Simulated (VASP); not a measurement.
A run of VASP 6.6.1 is set up as follows.

File INCAR:

```
SYSTEM = YS
ALGO     = Normal         ! electronic algorithm
EDIFF    = 1E-8           ! SCF threshold, eV
ENCUT    = 520            ! plane-wave cutoff, eV
ISIF     = 2              ! what is computed and relaxed
ISMEAR   = -1             ! smearing method
LASPH    = .TRUE.         ! aspherical terms in the spheres
LCHARG   = .FALSE.        ! write CHGCAR
LEFG     = .TRUE.       
LREAL    = .FALSE.        ! projectors in reciprocal space
LWAVE    = .FALSE.        ! write WAVECAR
NBANDS   = 16             ! bands
NELM     = 60             ! most SCF steps
PREC     = Accurate       ! precision mode
SIGMA    = 0.01           ! smearing width, eV
```

The input KPOINTS:

```
k-points
0
G
  8 8 8
  0 0 0
```

POSCAR

```
YS
1.0
    0.0000000000      2.7710865000      2.7436500000
    2.7710865000      0.0000000000      2.7436500000
    2.7710865000      2.7710865000      0.0000000000
Y S
1 1
Direct
    0.5000000000      0.5000000000      0.5000000000
    0.0000000000      0.0000000000      0.0000000000
```

Potentials or basis: VASP PAW LDA potentials, release 64 (Y_sv, S).

Run with:

```bash
$ cat potpaw_LDA.64/Y_sv/POTCAR potpaw_LDA.64/S/POTCAR > POTCAR
$ mpirun -np 1 vasp_std > vasp.out
```

Question: Estimate the band gap on the k mesh.

Answer: Zero (an odd number of electrons rules out a gap without spin polarisation).

Question: What does it give for the pressure?

Answer: -5.5 GPa.

Electric field gradients, principal values (V/Å²):
| atom | least | middle | greatest (by size) |
| --- | --- | --- | --- |
| 1 Y | 5.156 | 5.156 | -10.311 |
| 2 S | 2.214 | 2.215 | -4.429 |

Caveat: the cell differs from its parent crystal (equal xx and yy strain of +1 %); the cell stands under tension; without QUAD_EFG the Cq values of the log hold for a quadrupole moment of 1 mb, not for the nuclei.
